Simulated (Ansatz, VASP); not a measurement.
# One calculation of Pb3F2, two programs

```
Pb F
1.0
     3.99094    0.00000    0.00000
    -1.99547    3.45625    0.00000
     0.00000    0.00000    9.13283
Pb F
3 2
Direct
  0.00000 0.00000 0.00000
  0.33333 0.66667 0.71288
  0.66667 0.33333 0.28712
  0.33333 0.66667 0.39522
  0.66667 0.33333 0.60478
```

Alike in both runs: functional PBE; k mesh 12 × 12 × 4; occupations gaussian, width 0.1 eV; no spin polarisation.

Ansatz relaxed the structure, and its values are those at the end. VASP's run is a single point on that final structure, the one shown.

|  | VASP | Ansatz |
| --- | --- | --- |
| version | VASP 6.6.1 | Ansatz 0.2.0 |
| potentials or method | VASP PAW PBE potentials, release 64 (Pb_d, F), cutoff 520 eV | scalar-relativistic, plane waves, PAW |
| valence electrons in the cell | 56 | 56 |

```tsv
	VASP	Ansatz	Ansatz less VASP
gap on the k mesh at the Fermi level (eV)	none	none	-
pressure (GPa)	-0.1	0.0	+0.13
rms of the force components (eV/Å)	0.004	0.003	-0.0012
```

A gap of «none» marks a metal or a gap that the smearing closes.

Spin-orbit coupling is off throughout.
